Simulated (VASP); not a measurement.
# ZnS (P6_3mc) in VASP: a series of runs, part 2 of 2

VASP 6.6.1. The steps go on from the part before.

## 3. Single point, PBE (19.21 Å³/atom)

This run uses another cell than the first one, of 19.21 Å³/atom.

Input file INCAR:

```
SYSTEM = ZnS
ALGO = Normal ; EDIFF = 1E-6
ENCUT = 520 ; GGA = PE
ISIF = 2 ; ISMEAR = -1
LASPH = .True. ; LCHARG = .True.
LELF = .True. ; LREAL = .False.
LVHAR = .True. ; LWAVE = .False.
NBANDS = 26 ; NELM = 60
PREC = Accurate ; SIGMA = 0.03
```

Input file KPOINTS:

```
k-points
0
Gamma
  8 8 5
  0 0 0
```

Input file POSCAR:

```
ZnS
1.0
    3.7854208379      0.0000000000      0.0000000000
   -1.8927104190      3.2782706096      0.0000000000
    0.0000000000      0.0000000000      6.1921598132
Zn S
2 2
Direct
    0.3333333333      0.6666666667      0.0000000000
    0.6666666667      0.3333333333      0.5000000000
    0.3333333333      0.6666666667      0.3850000000
    0.6666666667      0.3333333333      0.8850000000
```

Potentials or basis: VASP PAW PBE potentials, release 64 (Zn, S).

Launch:

```console
cat potpaw_PBE.64/Zn/POTCAR potpaw_PBE.64/S/POTCAR > POTCAR
mpirun -np 1 vasp_std > vasp.out
```

It took 48 s on 1 thread of AMD EPYC 7R43 (Zen 3), shared host; peak memory 0.17 GiB.

Results (log left out):

- Free energy: -13.6210 eV
- Pressure: 4.2 GPa
- Largest force: 0.348 eV/Å
- Band gap on the k mesh: 2.35 eV

Forces in eV/Å, atoms in the order of the input:
```
Zn   0.000  0.000  0.348
Zn   0.000  0.000  0.348
S    0.000  0.000 -0.348
S    0.000  0.000 -0.348
```

Stress tensor (GPa, compression positive):
```
4.97 0.00 0.00
0.00 4.97 0.00
0.00 0.00 2.59
```

Levels at points of the mesh, in eV from the valence-band top:
```csv
k point,band 16,band 17,band 18,band 19,band 20,band 21
"(0.00, 0.00, 0.00)",0.00,0.00,0.00,2.35,3.04,6.29
"(0.50, 0.00, 0.00)",-2.32,-1.61,-1.01,3.60,4.33,5.17
```

Caveat: the cell stands under pressure.

## 4. Single point, PBE (19.99 Å³/atom)

This run uses another cell than the first one, of 19.99 Å³/atom.

Input file INCAR:

```
PREC = Accurate
ENCUT = 520
EDIFF = 1E-6
ISMEAR = -1
SIGMA = 0.03
LREAL = F
LASPH = T
NELM = 60
ALGO = Normal
ISIF = 2
LWAVE = F
LCHARG = F
GGA = PE
NBANDS = 26
```

Input file KPOINTS:

```
regular mesh
0
Gamma
  8 8 5
```

Input file POSCAR:

```
ZnS
1.0
    3.8362379197      0.0000000000      0.0000000000
   -1.9181189598      3.3222794933      0.0000000000
    0.0000000000      0.0000000000      6.2752859714
Zn S
2 2
Direct
    0.3333333333      0.6666666667      0.0000000000
    0.6666666667      0.3333333333      0.5000000000
    0.3333333333      0.6666666667      0.3850000000
    0.6666666667      0.3333333333      0.8850000000
```

Potentials or basis: VASP PAW PBE potentials, release 64 (Zn, S).

Launch:

```console
cat potpaw_PBE.64/Zn/POTCAR potpaw_PBE.64/S/POTCAR > POTCAR
mpirun -np 1 vasp_std > vasp.out
```

OUTCAR:

```text
PREC = Accurate
   ENCUT = 520
   EDIFF = 1E-6
   ISMEAR = -1
   LREAL = F
   LASPH = T
   NELM = 60
   ISIF = 2
   GGA = PE

 ion  position               nearest neighbor table
   1  0.333  0.667  0.000-   4 2.33   4 2.33   4 2.33   3 2.42
   2  0.667  0.333  0.500-   3 2.33   3 2.33   3 2.33   4 2.42
   3  0.333  0.667  0.385-   2 2.33   2 2.33   2 2.33   1 2.42
   4  0.667  0.333  0.885-   1 2.33   1 2.33   1 2.33   2 2.42

  LATTYP: Found a hexagonal cell.
 ALAT       =     3.8362379197
 C/A-ratio  =     1.6357916539

  Lattice vectors:

 A1 = (   3.8362379197,   0.0000000000,   0.0000000000)
 A2 = (  -1.9181189598,   3.3222794933,   0.0000000000)
 A3 = (   0.0000000000,   0.0000000000,   6.2752859714)

Analysis of symmetry for initial positions (statically):
=====================================================================
 Subroutine PRICEL returns:
 Original cell was already a primitive cell.

 Routine SETGRP: Setting up the symmetry group for a
 hexagonal supercell.

[... 169 lines left out ...]

  energy without entropy =      -13.67105952  energy(sigma->0) =      -13.67105952

 E-fermi :   2.6070     XC(G=0):  -9.5582

 val. band max:        1.9828177756   @ k =   0.0000   0.0000   0.0000
 cond. band min:       4.1417147675   @ k =   0.0000   0.0000   0.0000
 fundamental gap:      2.1588969919
 Fermi energy:         2.6069781669

 k-point     1 :       0.0000    0.0000    0.0000
  band No.  band energies     occupation
      1     -11.0772      2.00000
      2     -10.1900      2.00000
      3      -4.3120      2.00000
      4      -4.3120      2.00000
      5      -4.2498      2.00000
      6      -4.2498      2.00000
[... 685 lines left out ...]
     25      10.9549      0.00000
     26      11.3481      0.00000

 [... further k-points ...]

------------------------ aborting loop because EDIFF is reached ----------------------------------------

  FORCE on cell =-STRESS in cart. coord.  units (eV):
  Direction    XX          YY          ZZ          XY          YZ          ZX
  --------------------------------------------------------------------------------------
  -------------------------------------------------------------------------------------
  Total        0.7828335      0.7828335     -0.0994211      0.0000000     -0.0000000      0.0000000
  in kB       15.6821199     15.6821199     -1.9916551      0.0000000     -0.0000000      0.0000000
  external PRESSURE =       9.7908616 kB  Pullay stress =       0.0000000 kB

 VOLUME and BASIS-vectors are now :
 -----------------------------------------------------------------------------
  energy-cutoff  :      520.00
  volume of cell :       79.98
      direct lattice vectors                 reciprocal lattice vectors
     3.836237920  0.000000000  0.000000000     0.260672049  0.150499078  0.000000000
    -1.918118960  3.322279493  0.000000000     0.000000000  0.300998156  0.000000000
     0.000000000  0.000000000  6.275285971     0.000000000  0.000000000  0.159355287

 POSITION                                       TOTAL-FORCE (eV/Angst)
 -----------------------------------------------------------------------------------
     -0.00000      2.21485      0.00000        -0.000000     -0.000000      0.299401
      1.91812      1.10743      3.13764         0.000000     -0.000000      0.299401
     -0.00000      2.21485      2.41599         0.000000      0.000000     -0.299401
      1.91812      1.10743      5.55363        -0.000000     -0.000000     -0.299401
 -----------------------------------------------------------------------------------
    total drift:                               -0.000000     -0.000000      0.000402

  FREE ENERGIE OF THE ION-ELECTRON SYSTEM (eV)
  ---------------------------------------------------
  free  energy   TOTEN  =       -13.6710595155 eV

  energy  without entropy=      -13.6710595155  energy(sigma->0) =      -13.67105952
```

Run time: 52 s. Hardware: 1 thread of AMD EPYC 7R43 (Zen 3), shared host; peak memory 0.19 GiB.

What came out:

- Free energy: -13.6711 eV
- Pressure: 1.0 GPa
- Largest force: 0.299 eV/Å
- Band gap on the k mesh: 2.16 eV

Forces in eV/Å, atoms in the order of the input:
```
Zn   0.000  0.000  0.299
Zn   0.000  0.000  0.299
S    0.000  0.000 -0.299
S    0.000  0.000 -0.299
```

Levels at points of the mesh, in eV from the valence-band top:
```csv
k point,band 15,band 16,band 17,band 18,band 19,band 20,band 21,band 22
"(0.00, 0.00, 0.00)",-0.83,-0.02,-0.02,0.00,2.16,2.96,6.31,6.31
"(0.50, 0.00, 0.00)",-3.07,-2.18,-1.51,-0.95,3.63,4.21,5.20,7.15
```

## 5. Overview

```csv
cell,gap on the mesh (eV),pressure (GPa),largest force (eV/Å)
"a = 3.734, b = 3.734, c = 6.108 Å, angles 90.0, 90.0, 120.0°, 4 atoms",2.55,8.1,0.40
"a = 3.785, b = 3.785, c = 6.192 Å, angles 90.0, 90.0, 120.0°, 4 atoms",2.35,4.2,0.35
"a = 3.836, b = 3.836, c = 6.275 Å, angles 90.0, 90.0, 120.0°, 4 atoms",2.16,1.0,0.30
```

Alike in all rows: task single point; level PBE; potentials or basis VASP PAW PBE potentials, release 64 (Zn, S); no spin polarisation; k mesh 8 × 8 × 5; cutoff (eV) 520; smearing fermi-dirac 0.03 eV.

Caveats: the cell stands under pressure (at least some runs).

Total energies depend on the potentials used, so only differences within one code and one set of settings carry meaning.
